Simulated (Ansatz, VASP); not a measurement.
# Si7Ge in VASP and in Ansatz

INCAR

```
SYSTEM = Si7Ge
PREC     = Accurate       ! precision mode
ENCUT    = 520            ! plane-wave cutoff, eV
EDIFF    = 1E-6           ! SCF threshold, eV
ISMEAR   = 0              ! smearing method
SIGMA    = 0.03           ! smearing width, eV
LREAL    = .FALSE.        ! projectors in reciprocal space
LASPH    = .TRUE.         ! aspherical terms in the spheres
NELM     = 60             ! most SCF steps
ALGO     = Normal         ! electronic algorithm
ISIF     = 2              ! what is computed and relaxed
LWAVE    = .FALSE.        ! write WAVECAR
LCHARG   = .TRUE.         ! write CHGCAR
GGA      = PS             ! functional
LELF     = .TRUE.         ! ELF
LVHAR    = .TRUE.       
NBANDS   = 31             ! bands
```

Contents of KPOINTS:

```
regular mesh
0
G
  6 6 6
  0 0 0
```

The input POSCAR:

```
Si7Ge
1.0
    5.4352666354      0.0427688624      0.0230934039
    0.0427688624      5.2986520401      0.0931071316
    0.0230934039      0.0931071316      5.2454815823
Si Ge
7 1
Direct
    0.2294968225      0.2508024709      0.2542720875
   -0.0044267200      0.4894587015      0.5190455388
    0.5008684635      0.4995346536     -0.0102434658
    0.4856210385      0.0052234063      0.4940657590
    0.7547311276      0.2711079235      0.7692340104
    0.7553167628      0.7387852598      0.2302133023
    0.2453854206      0.7536744317      0.7410037480
    0.0330070844     -0.0085868473      0.0024090198
```

Input for Ansatz:

```yaml
crystal:
  lattice:
    - [5.4352666354, 0.0427688624, 0.0230934039]
    - [0.0427688624, 5.2986520401, 0.0931071316]
    - [0.0230934039, 0.0931071316, 5.2454815823]
  atoms:
    - { symbol: Si, position: [0.2294968225, 0.2508024709, 0.2542720875] }
    - { symbol: Si, position: [-0.00442672, 0.4894587015, 0.5190455388] }
    - { symbol: Si, position: [0.5008684635, 0.4995346536, -0.0102434658] }
    - { symbol: Si, position: [0.4856210385, 0.0052234063, 0.494065759] }
    - { symbol: Si, position: [0.7547311276, 0.2711079235, 0.7692340104] }
    - { symbol: Si, position: [0.7553167628, 0.7387852598, 0.2302133023] }
    - { symbol: Si, position: [0.2453854206, 0.7536744317, 0.741003748] }
    - { symbol: Ge, position: [0.0330070844, -0.0085868473, 0.0024090198] }
basis:
  ecutwfc: 420
kpoints:
  mp_grid: { grid: [6, 6, 6] }
hamiltonian:
  xc: pbesol
scf:
  occupations: { method: gaussian, width: 0.03 }
output:
  forces: true
  stress: true
  eigenvalues: true
```

Change from the starting cell: all atoms moved at random (sigma 0.1 Å a component), cell strained at random (sigma 0.03).

Alike in both runs: task single point; functional PBEsol; k mesh 6 × 6 × 6; occupations gaussian, width 0.03 eV; no spin polarisation.

|  | VASP | Ansatz |
| --- | --- | --- |
| version | VASP 6.6.1 | Ansatz 0.2.0 |
| potentials or method | VASP PAW PBE potentials, release 64 (Si, Ge_d), cutoff 520 eV | scalar-relativistic, plane waves, PAW |
| valence electrons in the cell | 42 | 42 |

```tsv
	VASP	Ansatz	Ansatz less VASP
gap on the k mesh at the Fermi level (eV)	none	none	-
pressure (GPa)	9.3	9.3	-0.09
traceless stress, the component that is largest in VASP (GPa)	-3.65	-3.64	+0.011
rms of the force components (eV/Å)	1.271	1.270	-0.0009
```

VASP's potentials were made for PBE, not for PBEsol. Atom by atom the forces differ by 0.007 eV/Å (rms over components). A gap of «none» marks a metal or a gap that the smearing closes.
